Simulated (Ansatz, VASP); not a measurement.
## ZnO: VASP beside Ansatz

POSCAR

```
ZnO
1.0
    3.2675474112      0.0000000000      0.0000000000
   -1.6337737056      2.8297790662      0.0000000000
    0.0000000000      0.0000000000      5.1580292772
Zn O
2 2
Direct
    0.3333333333      0.6666666667      0.4970740949
    0.6666666667      0.3333333333     -0.0029259051
    0.6666666667      0.3333333333      0.3819359051
    0.3333333333      0.6666666667      0.8819359051
```

File INCAR.step1:

```
PREC = Accurate ; ENCUT = 520
ISMEAR = 0 ; SIGMA = 0.01
LREAL = False ; LASPH = True
NELM = 100 ; NBANDS = 26
GGA = PE ; ALGO = Normal
EDIFF = 1E-4 ; LWAVE = True
LCHARG = False
```

The input INCAR.step2:

```
PREC = Accurate ; ENCUT = 520
EDIFF = 1E-6 ; ISMEAR = 0
SIGMA = 0.01 ; LREAL = False
LASPH = True ; NELM = 100
ALGO = Normal ; ISIF = 2
LWAVE = False ; LCHARG = False
METAGGA = R2SCAN ; LMIXTAU = True
NBANDS = 26 ; ISTART = 1
```

File KPOINTS:

```
Automatic mesh
0
Gamma
  8 8 4
```

Input for Ansatz:

```yaml
crystal:
  lattice:
    - [3.2675474112, 0.0, 0.0]
    - [-1.6337737056, 2.82977906617, 0.0]
    - [0.0, 0.0, 5.15802927718]
  atoms:
    - { symbol: Zn, position: [0.333333333333, 0.666666666667, 0.497074094906] }
    - { symbol: Zn, position: [0.666666666667, 0.333333333333, -0.002925905094] }
    - { symbol: O, position: [0.666666666667, 0.333333333333, 0.381935905094] }
    - { symbol: O, position: [0.333333333333, 0.666666666667, 0.881935905094] }
kpoints:
  mp_grid: { grid: [8, 8, 4] }
scf:
  occupations: { method: fixed }
  convergence: { dr2_threshold: 1.0e-10 }
hamiltonian:
  xc: r2scan
  pseudopotentials: { kind: paw }
output:
  forces: true
  stress: true
  eigenstates:
    kpoints:
      - [0.0, 0.0, 0.0]
      - [0.0, 0.0, -0.5]
      - [-0.5, 0.0, 0.0]
      - [-0.5, 0.5, 0.0]
      - [0.0, -0.5, 0.0]
      - [-0.5, 0.0, -0.5]
      - [-0.5, 0.5, -0.5]
      - [0.0, -0.5, -0.5]
  eigenvalues: true
```

Change from the starting cell: film at in-plane strain +0.01.

Alike in both runs: task single point; functional r2SCAN; k mesh 8 × 8 × 4; no spin polarisation.

|  | VASP | Ansatz |
| --- | --- | --- |
| version | VASP 6.6.1 | Ansatz 0.2.0 |
| potentials or method | VASP PAW PBE potentials, release 64 (Zn, O) | PAW with Ansatz's default frozen-core files, scalar-relativistic |
| plane-wave cutoff (eV) | 520 | 500 |
| occupations | gaussian, width 0.01 eV | fixed |
| valence electrons in the cell | 36 | 36 |

```csv
,VASP,Ansatz,Ansatz less VASP
gap on the k mesh at the Fermi level (eV),1.24,1.25,+0.004
pressure (GPa),-0.5,-1.5,-1.03
"traceless stress, the component that is largest in VASP (GPa)",1.60,1.46,-0.141
rms of the force components (eV/Å),0.006,0.001,-0.0051
```

VASP's potentials were made for PBE, not for r2SCAN. Atom by atom the forces differ by 0.005 eV/Å (rms over components).
